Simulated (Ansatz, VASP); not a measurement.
# Ta: VASP beside Ansatz

```
Ta
1.0
    -1.65128    1.65128    1.77513
     1.65128   -1.65128    1.77513
     1.65128    1.65128   -1.77513
Ta
1
Direct
  0.00000 0.00000 0.00000
```

Change from the starting cell: strain +0.0750 x Voigt [0, 0, 1, 0, 0, 0], atoms carried along.

Alike in both runs: task single point; functional PBEsol; k mesh 20 × 20 × 20; occupations gaussian, width 0.15 eV; no spin polarisation.

```csv
,VASP,Ansatz
version,VASP 6.6.1,Ansatz 0.2.0
potentials or method,"VASP PAW PBE potentials, release 64 (Ta_pv), cutoff 520 eV","scalar-relativistic, plane waves, PAW"
valence electrons in the cell,11,13
```

Ansatz gave:

| Property | Result |
| --- | --- |
| gap on the k mesh at the Fermi level (eV) | none |
| pressure (GPa) | -15.6 |
| traceless stress, the component that is largest in VASP (GPa) | -4.02 |

Task: Which values does VASP return?

Result: gap on the k mesh at the Fermi level (eV): none; pressure (GPa): -15.5; traceless stress, the component that is largest in VASP (GPa): -4.02.

VASP's potentials were made for PBE, not for PBEsol. A gap of «none» marks a metal or a gap that the smearing closes. VASP's potentials hold 11 valence electrons a cell and Ansatz's 13, so a difference there can come from the potentials and not from the codes.

Neither program's run includes spin-orbit coupling.
